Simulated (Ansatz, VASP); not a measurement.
## Two plane-wave programs on Sn

```xyz
1
Lattice="-1.6834 1.7312 2.3383 1.6834 -1.7312 2.3383 1.6834 1.7312 -2.3383" Properties=species:S:1:pos:R:3 pbc="T T T"
Sn    0.0000    0.0000    0.0000
```

Change from the starting cell: strain -0.025 along x and y, +0.000 along z, atoms carried along.

Alike in both runs: task single point; functional LDA; k mesh 20 × 20 × 20; occupations gaussian, width 0.15 eV; no spin polarisation.

|  | VASP | Ansatz |
| --- | --- | --- |
| version | VASP 6.6.1 | Ansatz 0.2.0 |
| potentials or method | VASP PAW LDA potentials, release 64 (Sn_d), cutoff 520 eV | scalar-relativistic, plane waves, PAW |
| valence electrons in the cell | 14 | 14 |

Ansatz gave:

- gap on the k mesh at the Fermi level (eV): none
- pressure (GPa): -2.7
- traceless stress, the component that is largest in VASP (GPa): 0.44

Question: Which values does VASP return?

Answer: gap on the k mesh at the Fermi level (eV): none; pressure (GPa): -2.7; traceless stress, the component that is largest in VASP (GPa): 0.45.

LDA's correlation is that of Perdew and Zunger in VASP and of Perdew and Wang (1992) in Ansatz. A gap of «none» marks a metal or a gap that the smearing closes.
